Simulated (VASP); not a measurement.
# YN (Fm-3m) in VASP: further runs, part 2 of 2

VASP 6.6.1. Earlier steps stand in the parts before.

**3. Single point, RPBE**

This run uses another cell than the first one, of 15.08 Å³/atom, 1.021 times its volume.

The input, INCAR:

```
PREC = Accurate
ENCUT = 600
EDIFF = 1E-6
ISMEAR = 0
SIGMA = 0.01
LREAL = False
LASPH = True
NELM = 120
ALGO = Normal
ISIF = 2
LWAVE = False
LCHARG = False
GGA = RP
NBANDS = 15
GGA_COMPAT = False
```

The input, KPOINTS:

```
regular mesh
0
Gamma
  6 6 6
```

The input, POSCAR:

```
YN
1.0
    0.0000000000      2.4705011945      2.4705011945
    2.4705011945      0.0000000000      2.4705011945
    2.4705011945      2.4705011945      0.0000000000
Y N
1 1
Direct
    0.0000000000      0.0000000000      0.0000000000
    0.5000000000      0.5000000000      0.5000000000
```

Potentials or basis: VASP PAW PBE potentials, release 64 (Y_sv, N).

The run is started by

```sh
$ cat potpaw_PBE.64/Y_sv/POTCAR potpaw_PBE.64/N/POTCAR > POTCAR
$ mpirun -np 1 vasp_std > vasp.out
```

OUTCAR:

```text
PREC = Accurate
   ENCUT = 600
   EDIFF = 1E-6
   ISMEAR = 0
   LREAL = False
   LASPH = True
   NELM = 120
   ISIF = 2
   GGA = RP

 ion  position               nearest neighbor table
   1  0.000  0.000  0.000-   2 2.47   2 2.47   2 2.47   2 2.47   2 2.47   2 2.47
   2  0.500  0.500  0.500-   1 2.47   1 2.47   1 2.47   1 2.47   1 2.47   1 2.47

  LATTYP: Found a face centered cubic cell.
 ALAT       =     4.9410023890

  Lattice vectors:

 A1 = (   0.0000000000,   2.4705011945,   2.4705011945)
 A2 = (   2.4705011945,   0.0000000000,   2.4705011945)
 A3 = (   2.4705011945,   2.4705011945,   0.0000000000)

Analysis of symmetry for initial positions (statically):
=====================================================================
 Subroutine PRICEL returns:
 Original cell was already a primitive cell.

 Routine SETGRP: Setting up the symmetry group for a
 face centered cubic supercell.

 Subroutine GETGRP returns: Found 48 space group operations
 (whereof 48 operations were pure point group operations)
 out of a pool of 48 trial point group operations.

The static configuration has the point symmetry O_h .

Analysis of symmetry for dynamics (positions and initial velocities):
=====================================================================
 Subroutine PRICEL returns:
 Original cell was already a primitive cell.

 Routine SETGRP: Setting up the symmetry group for a
 face centered cubic supercell.

 Subroutine GETGRP returns: Found 48 space group operations
 (whereof 48 operations were pure point group operations)
 out of a pool of 48 trial point group operations.

The dynamic configuration has the point symmetry O_h .

 Subroutine INISYM returns: Found 48 space group operations
 (whereof 48 operations are pure point group operations),
 and found     1 'primitive' translations

----------------------------------------------------------------------------------------

                                     Primitive cell

  volume of cell :      30.1568

  direct lattice vectors                    reciprocal lattice vectors
     0.000000000  2.470501195  2.470501195    -0.202388083  0.202388083  0.202388083
     2.470501195  0.000000000  2.470501195     0.202388083 -0.202388083  0.202388083
     2.470501195  2.470501195  0.000000000     0.202388083  0.202388083 -0.202388083

  length of vectors
     3.493816295  3.493816295  3.493816295     0.350546442  0.350546442  0.350546442

  position of ions in fractional coordinates (direct lattice)
     0.000000000  0.000000000  0.000000000
     0.500000000  0.500000000  0.500000000

  ion indices of the primitive-cell ions
   primitive index   ion index
                 1           1
                 2           2

----------------------------------------------------------------------------------------

 KPOINTS: regular mesh

Automatic generation of k-mesh.
 Grid dimensions read from file:
 generate k-points for:    6    6    6

 Generating k-lattice:

  Cartesian coordinates                     Fractional coordinates (reciprocal lattice)
    -0.033731347  0.033731347  0.033731347     0.166666667  0.000000000  0.000000000
     0.033731347 -0.033731347  0.033731347     0.000000000  0.166666667  0.000000000
     0.033731347  0.033731347 -0.033731347     0.000000000  0.000000000  0.166666667

  Length of vectors
     0.058424407  0.058424407  0.058424407

  Shift w.r.t. Gamma in fractional coordinates (k-lattice)
[... 28 lines left out ...]
   dimension x,y,z NGX =    28 NGY =   28 NGZ =   28
   dimension x,y,z NGXF=    56 NGYF=   56 NGZF=   56
   ions per type =               1   1
   NGX,Y,Z   is equivalent  to a cutoff of  13.32, 13.32, 13.32 a.u.
   NGXF,Y,Z  is equivalent  to a cutoff of  26.65, 26.65, 26.65 a.u.
 SYSTEM =  unknown system
   PREC   = accura    normal or accurate (medium, high low for compatibility)
   ISTART =      0    job   : 0-new  1-cont  2-samecut
   ICHARG =      2    charge: 1-file 2-atom 10-const
   ISPIN  =      1    spin polarized calculation?
   LNONCOLLINEAR =      F non collinear calculations
   LSORBIT =      F    spin-orbit coupling
   LASPH  =      T    aspherical Exc in radial PAW
   ENCUT  =  600.0 eV  44.10 Ry    6.64 a.u.   6.98  6.98  6.98*2*pi/ulx,y,z
   NELM   =    120;   NELMIN=  2; NELMDL= -5     # of ELM steps
   EDIFF  = 0.1E-05   stopping-criterion for ELM
   LREAL  =      F    real-space projection
   EDIFFG = 0.1E-04   stopping-criterion for IOM
   NSW    =      0    number of steps for IOM
   IBRION =     -1    ionic relax: 0-MD 1-quasi-New 2-CG
   NFREE  =      0    steps in history (QN), initial steepest desc. (CG)
   ISIF   =      2    stress and relaxation
   ISYM   =      2    0-nonsym 1-usesym 2-fastsym
   POTIM  = 0.5000    time-step for ionic-motion
   TEBEG  =    0.0;   TEEND  =   0.0 temperature during run
   PSTRESS=    0.0 pullay stress
   NELECT =      16.0000    total number of electrons
   NUPDOWN=      -1.0000    fix difference up-down
   EMIN   =  10.00;   EMAX   =-10.00  energy-range for DOS
   EFERMI =   0.00;   METHOD = LEGACY
   ISMEAR =     0;   SIGMA  =   0.01  broadening in eV -4-tet -1-fermi 0-gaus
   EFERMI_NEDOS =   21; number of points for ismear=-14 and -15
   IALGO  =     38    algorithm
   IMIX   =      4    mixing-type and parameters
     AMIX     =   0.40;   BMIX     =  1.00
     AMIX_MAG =   1.60;   BMIX_MAG =  1.00
  volume/ion in A,a.u.               =      15.08       101.75
  Fermi-wavevector in a.u.,A,eV,Ry     =   1.325317  2.504486 23.898158  1.756465
  Thomas-Fermi vector in A             =   2.454787
   LORBIT       =      0    0 simple, 1 ext, 2 COOP (PROOUT), +10 PAW based schemes
   GGA     = RP    functional components
   LHFCALC =     F    Hartree Fock is set to
   AEXX    =    0.0000 exact exchange contribution
   IVDW    =     0    specifies the selected vdW correction
   LEPSILON=     F    determine dielectric tensor
   LRPA    =     F    only Hartree local field effects (RPA)
 non-spin polarized calculation
 Gauss-broadening in eV      SIGMA  =   0.01
  energy-cutoff  :      600.00
  volume of cell :       30.16
 maximum number of plane-waves:      1018
   NGX = 13   NGY = 13   NGZ = 13

 number of electron      16.0000000 magnetization

 Free energy of the ion-electron system (eV)
  ---------------------------------------------------
  ext. energy  EPLUGINS =         0.00000000
  ---------------------------------------------------
  free energy    TOTEN  =       -17.38792376 eV

  energy without entropy =      -17.38792376  energy(sigma->0) =      -17.38792376

 E-fermi :   4.2508     XC(G=0): -10.9549

 val. band max:        4.1004098969   @ k =   0.0000   0.0000   0.0000
 cond. band min:       4.3777402248   @ k =   0.5000   0.5000   0.0000
 fundamental gap:      0.2773303279
 Fermi energy:         4.2507757190

 k-point     1 :       0.0000    0.0000    0.0000
  band No.  band energies     occupation
      1     -36.9425      2.00000
      2     -16.6101      2.00000
      3     -16.6101      2.00000
      4     -16.6101      2.00000
      5      -8.8002      2.00000
      6       4.1004      2.00000
      7       4.1004      2.00000
      8       4.1004      2.00000
      9       7.2156      0.00000
     10       7.2156      0.00000
     11       7.2156      0.00000
     12       8.0103      0.00000
     13       9.0818      0.00000
     14       9.0818      0.00000
[... 257 lines left out ...]
      2     -17.2456      2.00000
      3     -17.0159      2.00000
      4     -16.9511      2.00000
      5      -8.0413      2.00000
      6       2.3825      2.00000
      7       2.4945      2.00000
      8       2.7575      2.00000
      9       6.5019      0.00000
     10       9.6437      0.00000
     11      11.0319      0.00000
     12      11.7477      0.00000
     13      12.3335      0.00000
     14      15.5591      0.00000
     15      15.8621      0.00000

------------------------ aborting loop because EDIFF is reached ----------------------------------------

  FORCE on cell =-STRESS in cart. coord.  units (eV):
  Direction    XX          YY          ZZ          XY          YZ          ZX
  --------------------------------------------------------------------------------------
  -------------------------------------------------------------------------------------
  Total       -0.0346388     -0.0346388     -0.0346388     -0.0000000      0.0000000     -0.0000000
  in kB       -1.8402984     -1.8402984     -1.8402984     -0.0000000      0.0000000     -0.0000000
  external PRESSURE =      -1.8402984 kB  Pullay stress =       0.0000000 kB

 VOLUME and BASIS-vectors are now :
 -----------------------------------------------------------------------------
  energy-cutoff  :      600.00
  volume of cell :       30.16
      direct lattice vectors                 reciprocal lattice vectors
     0.000000000  2.470501195  2.470501195    -0.202388083  0.202388083  0.202388083
     2.470501195  0.000000000  2.470501195     0.202388083 -0.202388083  0.202388083
     2.470501195  2.470501195  0.000000000     0.202388083  0.202388083 -0.202388083

 POSITION                                       TOTAL-FORCE (eV/Angst)
 -----------------------------------------------------------------------------------
      0.00000      0.00000      0.00000        -0.000000      0.000000     -0.000000
      2.47050      2.47050      2.47050         0.000000     -0.000000      0.000000
 -----------------------------------------------------------------------------------
    total drift:                                0.000000      0.000000      0.000000

  FREE ENERGIE OF THE ION-ELECTRON SYSTEM (eV)
  ---------------------------------------------------
  free  energy   TOTEN  =       -17.3879237610 eV

  energy  without entropy=      -17.3879237610  energy(sigma->0) =      -17.38792376
```

OSZICAR:

```text
N       E                     dE             d eps       ncg     rms          rms(c)
DAV:   1     0.570560888967E+02    0.57056E+02   -0.91569E+03   480   0.120E+03
DAV:   2    -0.177074376434E+02   -0.74764E+02   -0.68275E+02   656   0.244E+02
DAV:   3    -0.209959259693E+02   -0.32885E+01   -0.32704E+01   621   0.443E+01
DAV:   4    -0.210628485986E+02   -0.66923E-01   -0.66917E-01   551   0.636E+00
DAV:   5    -0.210637836832E+02   -0.93508E-03   -0.93502E-03   606   0.630E-01    0.289E+01
DAV:   6    -0.176217369609E+02    0.34420E+01   -0.88890E+00   543   0.250E+01    0.311E+01
DAV:   7    -0.174067234263E+02    0.21501E+00   -0.56519E-01   586   0.658E+00    0.226E+01
DAV:   8    -0.174167207551E+02   -0.99973E-02   -0.28534E-01   660   0.499E+00    0.104E+01
DAV:   9    -0.173869186393E+02    0.29802E-01   -0.52160E-02   588   0.231E+00    0.189E+00
DAV:  10    -0.173878048839E+02   -0.88624E-03   -0.50144E-03   536   0.630E-01    0.535E-01
DAV:  11    -0.173879204064E+02   -0.11552E-03   -0.30991E-04   676   0.166E-01    0.252E-01
DAV:  12    -0.173879230296E+02   -0.26232E-05   -0.39557E-05   557   0.588E-02    0.447E-02
DAV:  13    -0.173879237610E+02   -0.73140E-06   -0.26341E-06   586   0.150E-02
   1 F= -.17387924E+02 E0= -.17387924E+02  d E =-.768925E-74
```

Run time: 26 s. Hardware: 1 thread of Intel Xeon 8259CL, shared host; peak memory 0.17 GiB.

Results:

| Item | Value |
| --- | --- |
| Free energy | -17.3879 eV |
| Pressure | -0.2 GPa |
| Band gap on the k mesh | 0.28 eV, indirect (least direct gap 0.69 eV) |

Levels at points of the mesh, in eV from the valence-band top:
```tsv
k point	band 5	band 6	band 7	band 8	band 9	band 10	band 11	band 12
(0.00, 0.00, 0.00)	-12.90	0.00	0.00	0.00	3.12	3.12	3.12	3.91
(0.50, 0.00, 0.00)	-11.29	-3.97	-2.16	-2.16	5.56	6.19	6.19	6.56
(0.50, 0.50, 0.00)	-12.46	-1.56	-0.41	-0.41	0.28	6.62	6.89	7.64
```

Caveat: the PAW data sets were made with another functional, which shifts forces and pressure a little. A k mesh can miss the band edges.

**4. Single point, PBE+D3(BJ)**

This run uses another cell than the first one, of 14.44 Å³/atom, 0.978 times its volume.

The input, INCAR:

```
ALGO     = Normal         # electronic algorithm
EDIFF    = 1E-6           # SCF threshold, eV
ENCUT    = 600            # plane-wave cutoff, eV
GGA      = PE             # functional
GGA_COMPAT= False        
ISIF     = 2              # what is computed and relaxed
ISMEAR   = 0              # smearing method
IVDW     = 12             # dispersion correction
LASPH    = True           # aspherical terms in the spheres
LCHARG   = False          # write CHGCAR
LREAL    = False          # projectors in reciprocal space
LWAVE    = False          # write WAVECAR
NBANDS   = 15             # bands
NELM     = 120            # most SCF steps
PREC     = Accurate       # precision mode
SIGMA    = 0.01           # smearing width, eV
```

The input, KPOINTS:

```
k-points
0
Gamma
  6 6 6
```

The input, POSCAR:

```
YN
1.0
    0.0000000000      2.4353941647      2.4353941647
    2.4353941647      0.0000000000      2.4353941647
    2.4353941647      2.4353941647      0.0000000000
Y N
1 1
Direct
    0.0000000000      0.0000000000      0.0000000000
    0.5000000000      0.5000000000      0.5000000000
```

The run is started by

```sh
$ cat potpaw_PBE.64/Y_sv/POTCAR potpaw_PBE.64/N/POTCAR > POTCAR
$ mpirun -np 1 vasp_std > vasp.out
```

Run time: 30 s. Hardware: 1 thread of Intel Xeon 8259CL, shared host; peak memory 0.19 GiB.

It converged, with:

```yaml
Free_energy: -18.8693 eV
Pressure: -0.3 GPa
Band_gap_on_the_k_mesh: 0.15 eV, indirect (least direct gap 0.53 eV)
Dispersion_energy_per_atom: -0.327 eV
```

Levels at points of the mesh, in eV from the valence-band top:
```csv
k point,band 4,band 5,band 6,band 7,band 8,band 9,band 10,band 11,band 12,band 13
"(0.00, 0.00, 0.00)",-20.44,-12.94,0.00,0.00,0.00,3.14,3.14,3.14,4.25,5.15
"(0.50, 0.00, 0.00)",-20.52,-11.13,-4.12,-2.28,-2.28,5.75,6.42,6.42,6.79,10.29
"(0.50, 0.50, 0.00)",-20.77,-12.51,-1.48,-0.38,-0.38,0.15,6.90,7.32,7.98,7.98
```

**5. Single point, r2SCAN+D4**

This run uses another cell than the first one, of 14.57 Å³/atom, 0.986 times its volume.

The input, POSCAR:

```
YN
1.0
    0.0000000000      2.4422738053      2.4422738053
    2.4422738053      0.0000000000      2.4422738053
    2.4422738053      2.4422738053      0.0000000000
Y N
1 1
Direct
    0.0000000000      0.0000000000      0.0000000000
    0.5000000000      0.5000000000      0.5000000000
```

The input, INCAR.step1:

```
SYSTEM = YN
ALGO = Normal
EDIFF = 1E-5
ENCUT = 660
GGA = PE
GGA_COMPAT = .FALSE.
ISMEAR = 0
LASPH = .TRUE.
LCHARG = .FALSE.
LREAL = .FALSE.
LWAVE = .TRUE.
NBANDS = 15
NELM = 120
PREC = Accurate
SIGMA = 0.01
```

The input, INCAR.step2:

```
SYSTEM = YN
ALGO = Normal
EDIFF = 1E-6
ENCUT = 660
GGA_COMPAT = .FALSE.
ISIF = 2
ISMEAR = 0
ISTART = 1
IVDW = 13
LASPH = .TRUE.
LCHARG = .FALSE.
LMIXTAU = .TRUE.
LREAL = .FALSE.
LWAVE = .FALSE.
METAGGA = R2SCAN
NBANDS = 15
NELM = 120
PREC = Accurate
SIGMA = 0.01
VDW_A1 = 0.51559235
VDW_A2 = 5.77342911
VDW_S6 = 1.0
VDW_S8 = 0.6018749
```

The input, KPOINTS:

```
k-points
0
G
  6 6 6
  0 0 0
```

The run is started by

```sh
$ cat potpaw_PBE.64/Y_sv/POTCAR potpaw_PBE.64/N/POTCAR > POTCAR
$ cp INCAR.step1 INCAR
$ mpirun -np 1 vasp_std > vasp.out
$ cp INCAR.step2 INCAR
$ mpirun -np 1 vasp_std > vasp.out
```

Run time: 1.9 min. Hardware: 1 thread of Intel Xeon 8259CL, shared host; peak memory 0.2 GiB.

The run converged. Its results:

```
Free energy                : -33.6537 eV
Pressure                   : -0.3 GPa
Band gap on the k mesh     : 0.57 eV, indirect (least direct gap 0.98 eV)
Dispersion energy per atom : -0.109 eV
```

Levels at points of the mesh, in eV from the valence-band top:
```tsv
k point	band 5	band 6	band 7	band 8	band 9	band 10	band 11	band 12
(0.00, 0.00, 0.00)	-13.67	0.00	0.00	0.00	3.57	3.57	3.57	4.90
(0.50, 0.00, 0.00)	-11.89	-4.07	-2.30	-2.30	6.27	6.91	6.91	7.35
(0.50, 0.50, 0.00)	-13.29	-1.53	-0.40	-0.40	0.57	7.35	7.82	8.42
```

Caveat: the PAW data sets were made with another functional, which shifts forces and pressure a little. r2SCAN opens gaps a little over a GGA but as a rule still falls short of measured ones.

**6. Overview**

```csv
level,cell,cutoff (eV),gap on the mesh (eV),pressure (GPa)
PBE,"a = 3.470 Å, angles 60.0°, 2 atoms",600,0.19,-0.2
RPBE,"a = 3.494 Å, angles 60.0°, 2 atoms",600,0.28,-0.2
PBE+D3(BJ),"a = 3.444 Å, angles 60.0°, 2 atoms",600,0.15,-0.3
r2SCAN+D4,"a = 3.454 Å, angles 60.0°, 2 atoms",660,0.57,-0.3
```

Alike in all rows: task single point; potentials or basis VASP PAW PBE potentials, release 64 (Y_sv, N); no spin polarisation; k mesh 6 × 6 × 6; smearing gaussian 0.01 eV.

Caveats: the PAW data sets were made with another functional, which shifts forces and pressure a little (some runs).

Absolute energies hang on the potentials; compare differences alone.
